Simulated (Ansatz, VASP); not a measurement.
**Ti: VASP beside Ansatz**

Contents of INCAR:

```
SYSTEM = Ti
ALGO = Normal ; EDIFF = 1E-7
EDIFFG = -0.005 ; ENCUT = 600
GGA = CA ; IBRION = 2
ISIF = 3 ; ISMEAR = -1
LASPH = .True. ; LCHARG = .False.
LREAL = .False. ; LWAVE = .False.
NELM = 100 ; NSW = 60
PREC = Accurate ; SIGMA = 0.05
```

The input KPOINTS:

```
k-points
0
Gamma
  15 15 15
  0 0 0
```

The input POSCAR:

```
Ti
1.0
    2.5913936339      0.0000000000      0.0000000000
    0.0000000000      2.5913936339      0.0000000000
    0.0000000000      0.0000000000      2.5913936339
Ti
1
Direct
    0.0000000000      0.0000000000      0.0000000000
```

Input for Ansatz:

```yaml
crystal:
  lattice:
    - [2.5913936339, 0.0, 0.0]
    - [0.0, 2.5913936339, 0.0]
    - [0.0, 0.0, 2.5913936339]
  atoms:
    - { symbol: Ti, position: [0.0, 0.0, 0.0] }
kpoints:
  mp_grid: { grid: [15, 15, 15] }
scf:
  occupations: { method: fermi_dirac, width: 0.05 }
hamiltonian:
  xc: lda
  pseudopotentials: { kind: paw }
output:
  forces: true
  stress: true
  write_density: true
  write_potential: true
  elf: true
  volumetric_format: npy
relax:
  f_tol: 0.005
  max_steps: 40
  cell: {}
```

Alike in both runs: task relaxation of cell and atoms; functional LDA; k mesh 15 × 15 × 15; occupations fermi-dirac, width 0.05 eV; no spin polarisation.

|  | VASP | Ansatz |
| --- | --- | --- |
| version | VASP 6.6.1 | Ansatz 0.2.0 |
| potentials or method | VASP PAW LDA potentials, release 64 (Ti_sv) | PAW with Ansatz's default frozen-core files, scalar-relativistic |
| plane-wave cutoff (eV) | 600 | 420 |
| valence electrons in the cell | 12 | 12 |

|  | VASP | Ansatz | Ansatz less VASP |
| --- | --- | --- | --- |
| relaxed volume (Å³/atom) | 16.58 | 16.58 | +0.002 |
| relaxed cell length with the largest relative difference (Å) | 2.550 | 2.550 | +0.0001 |

LDA's correlation is that of Perdew and Zunger in VASP and of Perdew and Wang (1992) in Ansatz.
